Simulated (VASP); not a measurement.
Ti: single point with PBE+D3(BJ)

The system is Ti.

```xyz
1
Lattice="0.0000 2.0188 2.0188 2.0188 0.0000 2.0188 2.0188 2.0188 0.0000" Properties=species:S:1:pos:R:3 pbc="T T T"
Ti    0.0000    0.0000    0.0000
```

```
Program             : VASP 6.6.1
Task                : single point
Functional          : PBE
Dispersion          : D3(BJ)
Potentials or basis : VASP PAW PBE potentials, release 64 (Ti_sv)
Cutoff              : 520 eV
k mesh              : 18 × 18 × 18
Occupations         : gaussian, width 0.1 eV
Spin                : no spin polarisation
```

```
Pressure                   : -0.4 GPa
Band gap on the k mesh     : zero (band 6 reaches 9.72 eV, above the bottom of band 7 at 8.35 eV)
Dispersion energy per atom : -0.637 eV
```

Levels at points of the mesh, in eV from the Fermi level:
| k point | band 2 | band 3 | band 4 | band 5 | band 6 | band 7 | band 8 | band 9 | band 10 | band 11 |
| --- | --- | --- | --- | --- | --- | --- | --- | --- | --- | --- |
| (0.00, 0.00, 0.00) | -32.41 | -32.41 | -32.41 | -6.23 | 0.91 | 0.91 | 0.91 | 2.66 | 2.66 | 15.54 |
| (0.50, 0.00, 0.00) | -33.21 | -32.51 | -32.51 | -2.71 | 0.77 | 0.78 | 0.78 | 3.81 | 3.81 | 8.74 |
| (0.50, 0.50, 0.00) | -33.15 | -32.69 | -32.69 | -2.77 | -1.86 | 3.09 | 3.81 | 4.11 | 4.11 | 11.18 |

Wall time 37 s on 1 thread of AMD EPYC 7R43 64-Core Processor (Zen 3) (shared host), peak memory 0.13 GiB.

Caveat: pairwise dispersion overbinds metals, which lowers pressure and volume.
